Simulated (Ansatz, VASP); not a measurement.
Ga3BiAs2 in VASP and in Ansatz

Contents of INCAR:

```
ALGO = Normal
EDIFF = 1E-7
ENCUT = 520
GGA = PE
ISIF = 2
ISMEAR = -1
LASPH = True
LCHARG = True
LELF = True
LREAL = False
LVHAR = True
LWAVE = False
NBANDS = 41
NELM = 100
PREC = Accurate
SIGMA = 0.02
```

The input KPOINTS:

```
k-points
0
Gamma
  6 6 2
```

The input POSCAR:

```
Ga3BiAs2
1.0
    4.2268983240      0.0000000000      0.0000000000
   -2.1134491620      3.6606013278      0.0000000000
    0.0000000000      0.0000000000     10.4131279510
As Bi Ga
2 1 3
Direct
    0.0000000000      0.0000000000      0.0104719634
    0.3333333333      0.6666666667      0.3242985591
    0.6666666667      0.3333333333      0.6635836488
    0.3333333333      0.6666666667      0.0833740036
    0.6666666667      0.3333333333      0.3954094505
    0.0000000000      0.0000000000      0.7728623746
```

Input for Ansatz:

```yaml
crystal:
  lattice:
    - [4.226898324, 0.0, 0.0]
    - [-2.113449162, 3.6606013278, 0.0]
    - [0.0, 0.0, 10.413127951]
  atoms:
    - { symbol: As, position: [0.0, 0.0, 0.0104719634] }
    - { symbol: As, position: [0.3333333333, 0.6666666667, 0.3242985591] }
    - { symbol: Bi, position: [0.6666666667, 0.3333333333, 0.6635836488] }
    - { symbol: Ga, position: [0.3333333333, 0.6666666667, 0.0833740036] }
    - { symbol: Ga, position: [0.6666666667, 0.3333333333, 0.3954094505] }
    - { symbol: Ga, position: [0.0, 0.0, 0.7728623746] }
kpoints:
  mp_grid: { grid: [6, 6, 2] }
hamiltonian:
  xc: pbe
scf:
  occupations: { method: fermi_dirac, width: 0.02 }
  n_extra_bands: 5
output:
  forces: true
  stress: true
  eigenvalues: true
```

Alike in both runs: task single point; functional PBE; k mesh 6 × 6 × 2; occupations fermi-dirac, width 0.02 eV; no spin polarisation.

|  | VASP | Ansatz |
| --- | --- | --- |
| version | VASP 6.6.1 | Ansatz 0.2.0 |
| potentials or method | VASP PAW PBE potentials, release 64 (As, Bi_d, Ga_d) | plane waves, PAW |
| plane-wave cutoff (eV) | 520 | 420 |
| valence electrons in the cell | 64 | 84 |

Ansatz gave:

| Quantity | Value |
| --- | --- |
| pressure (GPa) | 0.0 |

Problem. Estimate VASP's values.

Solution. Pressure (GPa): 0.1.

With one functional, cell and mesh, what is left measures potentials, basis and numerics. VASP's potentials hold 64 valence electrons a cell and Ansatz's 84, so a difference there can come from the potentials and not from the codes.

Neither program's run includes spin-orbit coupling.
